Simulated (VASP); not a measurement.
# MnC6 (P6/mmm) in VASP: further runs

Runs on MnC6. Level: PBE. Tasks: single point, relaxation of cell and atoms.

Program: VASP 6.6.1. These are calculated values, not measurements. Logs are shortened: lines on timing, memory, paths and dates and some standing lists are left out, and cuts for length are marked.

### Step 1. The cell of the first run

The structure is hexagonal, space group P6/mmm (No. 191). Conventional cell: a = 3.918 Å, b = 3.918 Å, c = 5.453 Å, α = 90.00°, β = 90.00°, γ = 120.00°. Mn (site symmetry 6/mmm) has 12 C at 2.66 Å within 3.5 Å. C (site symmetry 3m) has 1 C at 1.33 Å within 1.8 Å. Within 1.8 Å of C (site symmetry -6m2) lie 2 C at 1.33 Å.

### Step 2. Single point, PBE, collinear spin, ferromagnetic start

INCAR

```
PREC     = Accurate       # precision mode
ENCUT    = 520            # plane-wave cutoff, eV
EDIFF    = 1E-6           # SCF threshold, eV
ISMEAR   = 0              # smearing method
SIGMA    = 0.2            # smearing width, eV
LREAL    = False          # projectors in reciprocal space
LASPH    = True           # aspherical terms in the spheres
NELM     = 150            # most SCF steps
ALGO     = Normal         # electronic algorithm
ISIF     = 2              # what is computed and relaxed
LWAVE    = False          # write WAVECAR
LCHARG   = False          # write CHGCAR
ISPIN    = 2              # spin polarisation
MAGMOM   = 4 0 0 0 0 0 0  # initial moments
LORBIT   = 11             # projections on sites
LMAXMIX  = 4              # l up to which the mixer works
GGA      = PE             # functional
NBANDS   = 32             # bands
```

KPOINTS

```
regular mesh
0
Gamma
  5 5 3
```

POSCAR

```
MnC6
1.0
    3.9176013683      0.0000000000      0.0000000000
   -1.9588006842      3.3927423069      0.0000000000
    0.0000000000      0.0000000000      5.4525978384
Mn C
1 6
Direct
    0.0000000000      0.0000000000      0.0000000000
    0.3333333333      0.6666666667      0.2564966984
    0.6666666667      0.3333333333      0.2564966984
    0.6666666667      0.3333333333      0.7435033016
    0.3333333333      0.6666666667      0.7435033016
    0.3333333333      0.6666666667      0.5000000000
    0.6666666667      0.3333333333      0.5000000000
```

Potentials or basis: VASP PAW PBE potentials, release 64 (Mn_pv, C).

Started as:

```bash
cat potpaw_PBE.64/Mn_pv/POTCAR potpaw_PBE.64/C/POTCAR > POTCAR
mpirun -np 1 vasp_std > vasp.out
```

OUTCAR:

```text
PREC = Accurate
   ENCUT = 520
   EDIFF = 1E-6
   ISMEAR = 0
   LREAL = False
   LASPH = True
   NELM = 150
   ISIF = 2
   ISPIN = 2
   LORBIT = 11
   GGA = PE

 ion  position               nearest neighbor table
   1  0.000  0.000  0.000-
   2  0.333  0.667  0.256-   6 1.33
   3  0.667  0.333  0.256-   7 1.33
   4  0.667  0.333  0.744-   7 1.33
   5  0.333  0.667  0.744-   6 1.33
   6  0.333  0.667  0.500-   2 1.33   5 1.33
   7  0.667  0.333  0.500-   3 1.33   4 1.33

  LATTYP: Found a hexagonal cell.
 ALAT       =     3.9176013683
 C/A-ratio  =     1.3918204855

  Lattice vectors:

 A1 = (   3.9176013683,   0.0000000000,   0.0000000000)
 A2 = (  -1.9588006842,   3.3927423069,   0.0000000000)
 A3 = (   0.0000000000,   0.0000000000,   5.4525978384)

Analysis of symmetry for initial positions (statically):
=====================================================================
 Subroutine PRICEL returns:
 Original cell was already a primitive cell.

 Routine SETGRP: Setting up the symmetry group for a
 hexagonal supercell.

 Subroutine GETGRP returns: Found 24 space group operations
 (whereof 24 operations were pure point group operations)
 out of a pool of 24 trial point group operations.

The static configuration has the point symmetry D_6h.

Analysis of symmetry for dynamics (positions and initial velocities):
=====================================================================
 Subroutine PRICEL returns:
 Original cell was already a primitive cell.

 Routine SETGRP: Setting up the symmetry group for a
 hexagonal supercell.

 Subroutine GETGRP returns: Found 24 space group operations
 (whereof 24 operations were pure point group operations)
 out of a pool of 24 trial point group operations.

The dynamic configuration has the point symmetry D_6h.

Analysis of structural, dynamic, and magnetic symmetry:
=====================================================================
 Subroutine PRICEL returns:
 Original cell was already a primitive cell.

 Routine SETGRP: Setting up the symmetry group for a
 hexagonal supercell.

 Subroutine GETGRP returns: Found 24 space group operations
 (whereof 24 operations were pure point group operations)
 out of a pool of 24 trial point group operations.

The overall configuration has the point symmetry D_6h.

 Subroutine INISYM returns: Found 24 space group operations
 (whereof 24 operations are pure point group operations),
 and found     1 'primitive' translations

----------------------------------------------------------------------------------------

                                     Primitive cell

  volume of cell :      72.4727

  direct lattice vectors                    reciprocal lattice vectors
     3.917601368  0.000000000  0.000000000     0.255258232  0.147373409  0.000000000
    -1.958800684  3.392742307  0.000000000     0.000000000  0.294746818  0.000000000
     0.000000000  0.000000000  5.452597838     0.000000000  0.000000000  0.183398818

  length of vectors
     3.917601368  3.917601368  5.452597838     0.294746818  0.294746818  0.183398818

  position of ions in fractional coordinates (direct lattice)
     0.000000000  0.000000000  0.000000000
     0.333333333  0.666666667  0.256496698
     0.666666667  0.333333333  0.256496698
     0.666666667  0.333333333  0.743503302
     0.333333333  0.666666667  0.743503302
     0.333333333  0.666666667  0.500000000
     0.666666667  0.333333333  0.500000000

  ion indices of the primitive-cell ions
   primitive index   ion index
                 1           1
                 2           2
                 3           3
                 4           4
                 5           5
                 6           6
                 7           7

----------------------------------------------------------------------------------------

 KPOINTS: regular mesh

Automatic generation of k-mesh.
 Grid dimensions read from file:
 generate k-points for:    5    5    3

 Generating k-lattice:

  Cartesian coordinates                     Fractional coordinates (reciprocal lattice)
     0.051051646  0.029474682  0.000000000     0.200000000 -0.000000000  0.000000000
     0.000000000  0.058949364  0.000000000     0.000000000  0.200000000  0.000000000
     0.000000000  0.000000000  0.061132939     0.000000000  0.000000000  0.333333333

  Length of vectors
     0.058949364  0.058949364  0.061132939

  Shift w.r.t. Gamma in fractional coordinates (k-lattice)
     0.000000000  0.000000000  0.000000000

 Subroutine IBZKPT returns following result:
 ===========================================

 Found     10 irreducible k-points:

 Following reciprocal coordinates:
            Coordinates               Weight
  0.000000  0.000000  0.000000      1.000000
  0.200000  0.000000  0.000000      6.000000
  0.400000  0.000000  0.000000      6.000000
  0.200000  0.200000  0.000000      6.000000
  0.400000  0.200000  0.000000      6.000000
  0.000000  0.000000  0.333333      2.000000
  0.200000  0.000000  0.333333     12.000000
  0.400000  0.000000  0.333333     12.000000
  0.200000  0.200000  0.333333     12.000000
  0.400000  0.200000  0.333333     12.000000
   k-points           NKPTS =     10   k-points in BZ     NKDIM =     10   number of bands    NBANDS=     32
   number of dos      NEDOS =    301   number of ions     NIONS =      7
   total plane-waves  NPLWV =  37800
   dimension x,y,z NGX =    30 NGY =   30 NGZ =   42
   dimension x,y,z NGXF=    60 NGYF=   60 NGZF=   84
   ions per type =               1   6
   NGX,Y,Z   is equivalent  to a cutoff of  12.73, 12.73, 12.81 a.u.
   NGXF,Y,Z  is equivalent  to a cutoff of  25.46, 25.46, 25.61 a.u.
 SYSTEM =  unknown system
   PREC   = accura    normal or accurate (medium, high low for compatibility)
   ISTART =      0    job   : 0-new  1-cont  2-samecut
   ICHARG =      2    charge: 1-file 2-atom 10-const
   ISPIN  =      2    spin polarized calculation?
   LNONCOLLINEAR =      F non collinear calculations
   LSORBIT =      F    spin-orbit coupling
   LASPH  =      T    aspherical Exc in radial PAW
   ENCUT  =  520.0 eV  38.22 Ry    6.18 a.u.   7.28  7.28 10.14*2*pi/ulx,y,z
   NELM   =    150;   NELMIN=  2; NELMDL= -5     # of ELM steps
   EDIFF  = 0.1E-05   stopping-criterion for ELM
   LREAL  =      F    real-space projection
   EDIFFG = 0.1E-04   stopping-criterion for IOM
   NSW    =      0    number of steps for IOM
   IBRION =     -1    ionic relax: 0-MD 1-quasi-New 2-CG
   NFREE  =      0    steps in history (QN), initial steepest desc. (CG)
   ISIF   =      2    stress and relaxation
   ISYM   =      2    0-nonsym 1-usesym 2-fastsym
   POTIM  = 0.5000    time-step for ionic-motion
   TEBEG  =    0.0;   TEEND  =   0.0 temperature during run
   PSTRESS=    0.0 pullay stress
   NELECT =      37.0000    total number of electrons
   NUPDOWN=      -1.0000    fix difference up-down
   EMIN   =  10.00;   EMAX   =-10.00  energy-range for DOS
   EFERMI =   0.00;   METHOD = LEGACY
   ISMEAR =     0;   SIGMA  =   0.20  broadening in eV -4-tet -1-fermi 0-gaus
   EFERMI_NEDOS =   21; number of points for ismear=-14 and -15
   IALGO  =     38    algorithm
   IMIX   =      4    mixing-type and parameters
     AMIX     =   0.40;   BMIX     =  1.00
     AMIX_MAG =   1.60;   BMIX_MAG =  1.00
  volume/ion in A,a.u.               =      10.35        69.87
  Fermi-wavevector in a.u.,A,eV,Ry     =   1.308430  2.472574 23.293031  1.711989
  Thomas-Fermi vector in A             =   2.439098
   LORBIT       =     11    0 simple, 1 ext, 2 COOP (PROOUT), +10 PAW based schemes
   GGA     = PE    functional components
   LHFCALC =     F    Hartree Fock is set to
   AEXX    =    0.0000 exact exchange contribution
   IVDW    =     0    specifies the selected vdW correction
   LEPSILON=     F    determine dielectric tensor
   LRPA    =     F    only Hartree local field effects (RPA)
 spin polarized calculation
 Gauss-broadening in eV      SIGMA  =   0.20
  energy-cutoff  :      520.00
  volume of cell :       72.47
 maximum number of plane-waves:      1964
 NGX is ok and might be reduce to    30
   NGX = 15   NGY = 15   NGZ = 21

 number of electron      36.9999983 magnetization       0.0004966

 number of electron      36.9999983 magnetization      -0.0003750

 Free energy of the ion-electron system (eV)
  ---------------------------------------------------
  ext. energy  EPLUGINS =         0.00000000
  ---------------------------------------------------
  free energy    TOTEN  =       -46.82306340 eV

  energy without entropy =      -46.66020995  energy(sigma->0) =      -46.74163668

 E-fermi :   4.3507     XC(G=0): -10.9120

 val. band max:        4.3345383217   @ k =   0.2000   0.0000   0.3333
 cond. band min:       4.4362597859   @ k =   0.2000   0.2000   0.0000
 fundamental gap:      0.1017214642
 Fermi energy:         4.3506783154

 spin component 1

 k-point     1 :       0.0000    0.0000    0.0000
  band No.  band energies     occupation
      1     -43.5983      1.00000
      2     -43.5982      1.00000
      3     -43.4711      1.00000
      4     -13.2732      1.00000
      5      -9.6886      1.00000
      6      -8.3716      1.00000
[... 22 lines left out ...]
     29      10.7621      0.00000
     30      12.9938      0.00000
[... 265 lines left out ...]
 k-point    10 :       0.4000    0.2000    0.3333
  band No.  band energies     occupation
      1     -43.6007      1.00000
      2     -43.5995      1.00000
      3     -43.4707      1.00000
      4     -11.7300      1.00000
      5     -10.8523      1.00000
      6      -8.5636      1.00000
[... 22 lines left out ...]
     29      11.5357      0.00000
     30      14.1709      0.00000
 Fermi energy:         4.3506783154

 spin component 2

 k-point     1 :       0.0000    0.0000    0.0000
  band No.  band energies     occupation
      1     -43.6001      1.00000
      2     -43.6001      1.00000
      3     -43.4701      1.00000
      4     -13.2731      1.00000
      5      -9.6885      1.00000
      6      -8.3715      1.00000
[... 22 lines left out ...]
     29      10.7623      0.00000
     30      12.9956      0.00000
[... 265 lines left out ...]
 k-point    10 :       0.4000    0.2000    0.3333
  band No.  band energies     occupation
      1     -43.6026      1.00000
      2     -43.6014      1.00000
      3     -43.4697      1.00000
      4     -11.7299      1.00000
      5     -10.8522      1.00000
      6      -8.5635      1.00000
[... 22 lines left out ...]
     29      11.5356      0.00000
     30      14.1709      0.00000
 [bands above 30 left out]

------------------------ aborting loop because EDIFF is reached ----------------------------------------

  FORCE on cell =-STRESS in cart. coord.  units (eV):
  Direction    XX          YY          ZZ          XY          YZ          ZX
  --------------------------------------------------------------------------------------
  -------------------------------------------------------------------------------------
  Total       -4.8405283     -4.8405283     -4.2292327      0.0000000      0.0000000      0.0000000
  in kB     -107.0110833   -107.0110833    -93.4969783      0.0000000      0.0000000      0.0000000
  external PRESSURE =    -102.5063816 kB  Pullay stress =       0.0000000 kB

 VOLUME and BASIS-vectors are now :
 -----------------------------------------------------------------------------
  energy-cutoff  :      520.00
  volume of cell :       72.47
      direct lattice vectors                 reciprocal lattice vectors
     3.917601368  0.000000000  0.000000000     0.255258232  0.147373409  0.000000000
    -1.958800684  3.392742307  0.000000000     0.000000000  0.294746818  0.000000000
     0.000000000  0.000000000  5.452597838     0.000000000  0.000000000  0.183398818

 POSITION                                       TOTAL-FORCE (eV/Angst)
 -----------------------------------------------------------------------------------
      0.00000      0.00000      0.00000        -0.000000     -0.000000     -0.000000
     -0.00000      2.26183      1.39857        -0.000000     -0.000000     -0.866603
      1.95880      1.13091      1.39857         0.000000      0.000000     -0.866603
      1.95880      1.13091      4.05402         0.000000      0.000000      0.866603
     -0.00000      2.26183      4.05402        -0.000000     -0.000000      0.866603
     -0.00000      2.26183      2.72630         0.000000     -0.000000     -0.000000
      1.95880      1.13091      2.72630        -0.000000     -0.000000     -0.000000
 -----------------------------------------------------------------------------------
    total drift:                               -0.000000      0.000000      0.000000

  FREE ENERGIE OF THE ION-ELECTRON SYSTEM (eV)
  ---------------------------------------------------
  free  energy   TOTEN  =       -46.8230634014 eV

  energy  without entropy=      -46.6602099503  energy(sigma->0) =      -46.74163668

 total charge

# of ion       s       p       d       tot
------------------------------------------
    1        0.142   6.091   4.997  11.229
    2        0.930   1.396   0.000   2.325
    3        0.930   1.396   0.000   2.325
    4        0.930   1.396   0.000   2.325
    5        0.930   1.396   0.000   2.325
    6        0.939   1.702   0.000   2.641
    7        0.939   1.702   0.000   2.641
--------------------------------------------------
tot          5.739  15.077   4.997  25.812

 magnetization (x)

# of ion       s       p       d       tot
------------------------------------------
    1        0.000   0.000  -0.001  -0.001
    2       -0.000  -0.000   0.000  -0.000
    3       -0.000  -0.000   0.000  -0.000
    4       -0.000  -0.000   0.000  -0.000
    5       -0.000  -0.000   0.000  -0.000
    6        0.000   0.000   0.000   0.000
    7        0.000   0.000   0.000   0.000
--------------------------------------------------
tot         -0.000   0.000  -0.001  -0.001
```

Wall time 2.4 min (1 thread of Intel Xeon 6975P-C, shared host); peak memory 0.23 GiB.

What came out:

```
Free energy                                           : -46.8231 eV
Pressure                                              : -10.3 GPa
Largest force                                         : 0.867 eV/Å
Net moment                                            : 0.00 μB per cell
Valence electrons inside the program's atomic spheres : Mn 11.23; C 2.33, 2.64
```

Forces on the atoms (eV/Å):
```
Mn   0.000  0.000  0.000
C    0.000  0.000 -0.867
C    0.000  0.000 -0.867
C    0.000  0.000  0.867
C    0.000  0.000  0.867
C    0.000  0.000  0.000
C    0.000  0.000  0.000
```

Levels at points of the mesh, in eV from the Fermi level:
Spin up:
| k point | band 15 | band 16 | band 17 | band 18 | band 19 | band 20 | band 21 | band 22 | band 23 | band 24 |
| --- | --- | --- | --- | --- | --- | --- | --- | --- | --- | --- |
| (0.00, 0.00, 0.00) | -1.74 | -1.74 | -0.88 | -0.88 | -0.73 | -0.73 | -0.40 | 0.44 | 3.32 | 3.32 |
Spin down:
```csv
k point,band 15,band 16,band 17,band 18,band 19,band 20,band 21,band 22,band 23,band 24
"(0.00, 0.00, 0.00)",-1.74,-1.74,-0.88,-0.88,-0.73,-0.73,-0.40,0.44,3.32,3.32
```

Caveat: the k points lie up to 0.38 Å⁻¹ apart; the starting moments collapsed, and a magnetic state may lie lower.

### Step 3. Relaxation of cell and atoms, PBE, collinear spin, ferromagnetic start

This run uses another cell than the first one, of 13.02 Å³/atom, 1.258 times its volume.

INCAR

```
  ALGO = Normal
  EDIFF = 1E-6
  EDIFFG = -0.08
  ENCUT = 600
  GGA = PE
  IBRION = 2
  ISIF = 3
  ISMEAR = 0
  ISPIN = 2
  LASPH = T
  LCHARG = F
  LMAXMIX = 4
  LORBIT = 11
  LREAL = F
  LWAVE = F
  MAGMOM = 4 0 0 0 0 0 0
  NELM = 150
  NSW = 36
  PREC = Accurate
  SIGMA = 0.2
```

KPOINTS

```
k-points
0
Gamma
  5 5 3
```

POSCAR

```
MnC6
1.0
    3.9206498000      0.0000000000      0.0000000000
   -1.9603249000      3.3953823200      0.0000000000
    0.0000000000      0.0000000000      6.8464427900
Mn C
1 6
Direct
    0.0000000000      0.0000000000      0.0000000000
    0.3333333300      0.6666666700      0.2542270700
    0.6666666700      0.3333333300      0.2542270700
    0.6666666700      0.3333333300      0.7457729300
    0.3333333300      0.6666666700      0.7457729300
    0.3333333300      0.6666666700      0.5000000000
    0.6666666700      0.3333333300      0.5000000000
```

Potentials or basis: VASP PAW PBE potentials, release 64 (Mn_pv, C).

Started as:

```bash
cat potpaw_PBE.64/Mn_pv/POTCAR potpaw_PBE.64/C/POTCAR > POTCAR
mpirun -np 1 vasp_std > vasp.out
```

It took 21 min on 1 thread of Intel Xeon 6975P-C, shared host; peak memory 0.31 GiB.

It converged, with:

| Item | Value |
| --- | --- |
| Free energy | -49.7493 eV |
| Relaxed volume | 6.69 Å³/atom |
| Relaxed cell | a = 3.222 Å, b = 3.222 Å, c = 5.212 Å, α = 90.00°, β = 90.00°, γ = 120.00° |
| Space group after relaxing (to 0.05 Å) | P6/mmm (No. 191) |
| Energy gained by relaxing | 959.4 meV/atom |
| Ionic steps | 20 |
| Pressure after relaxing | 1.0 GPa |
| Largest force after relaxing | 0.069 eV/Å |
| Net moment | 0.00 μB per cell |
| Valence electrons inside the program's atomic spheres | Mn 12.14; C 2.31, 2.39 |

Forces on the atoms (eV/Å):
```
Mn   0.000  0.000  0.000
C    0.000  0.000  0.069
C    0.000  0.000  0.069
C    0.000  0.000 -0.069
C    0.000  0.000 -0.069
C    0.000  0.000  0.000
C    0.000  0.000  0.000
```

Stress tensor (GPa, compression positive):
```
1.10 0.00 0.00
0.00 1.10 0.00
0.00 0.00 0.89
```

Step by step:
| step | energy change (eV) | largest force (eV/Å) | pressure (GPa) | volume (Å³) |
| --- | --- | --- | --- | --- |
| 1 | 0.0000 | 3.0444 | -34.48 | 91.14 |
| 2 | -0.2827 | 13.6743 | 60.78 | 58.34 |
| 3 | -3.3253 | 0.4859 | -20.37 | 71.10 |
| 4 | -3.6807 | 0.8515 | -11.62 | 68.53 |
| 5 | -3.7444 | 2.0338 | -4.62 | 66.92 |
| 6 | -3.7415 | 1.6811 | -6.75 | 67.36 |
| 7 | -4.4006 | 1.2312 | -9.92 | 63.00 |
| 8 | -5.8127 | 1.2240 | -0.74 | 50.95 |
| 9 | -5.6055 | 0.9713 | 24.14 | 45.68 |
| 10 | -5.8329 | 1.2750 | 6.08 | 49.01 |
| 11 | -6.1794 | 0.1510 | 2.36 | 47.74 |
| 12 | -6.2309 | 0.7410 | 4.37 | 46.79 |
| 13 | -6.2388 | 0.5148 | 3.33 | 47.06 |
| 14 | -6.4248 | 0.5771 | -0.92 | 47.43 |
| 15 | -6.6161 | 0.5962 | -7.41 | 48.12 |
| 16 | -6.6281 | 0.6062 | -8.81 | 48.30 |
| 17 | -6.7041 | 0.3164 | -1.19 | 47.11 |
| 18 | -6.7098 | 0.2100 | 1.56 | 46.72 |
| 19 | -6.7098 | 0.2016 | 1.78 | 46.69 |
| 20 | -6.7157 | 0.0694 | 1.03 | 46.86 |

Final structure:
```yaml
crystal:
  lattice:
    - [3.22218, 0.00000, 0.00000]
    - [-1.61109, 2.79049, 0.00000]
    - [0.00000, 0.00000, 5.21176]
  atoms:
    - { symbol: Mn, position: [0.00000, 0.00000, 0.00000] }
    - { symbol: C, position: [0.33333, 0.66667, 0.20369] }
    - { symbol: C, position: [0.66667, 0.33333, 0.20369] }
    - { symbol: C, position: [0.66667, 0.33333, 0.79631] }
    - { symbol: C, position: [0.33333, 0.66667, 0.79631] }
    - { symbol: C, position: [0.33333, 0.66667, 0.50000] }
    - { symbol: C, position: [0.66667, 0.33333, 0.50000] }
```

Levels at points of the mesh, in eV from the Fermi level:
Spin up:
```tsv
k point	band 15	band 16	band 17	band 18	band 19	band 20	band 21	band 22
(0.00, 0.00, 0.00)	-3.16	-3.16	-2.65	-2.65	-2.50	-0.41	-0.41	1.83
```
Spin down:
| k point | band 16 | band 17 | band 18 | band 19 | band 20 | band 21 |
| --- | --- | --- | --- | --- | --- | --- |
| (0.00, 0.00, 0.00) | -3.16 | -2.65 | -2.65 | -2.50 | -0.41 | -0.41 |

Caveat: the k points lie up to 0.45 Å⁻¹ apart in the final cell; the starting moments collapsed, and a magnetic state may lie lower; the volume moved by over 15 % at a fixed basis, so the end points are rough; the relaxation stopped at a loose force limit of 0.08 eV/Å, so its end isn't a converged minimum.
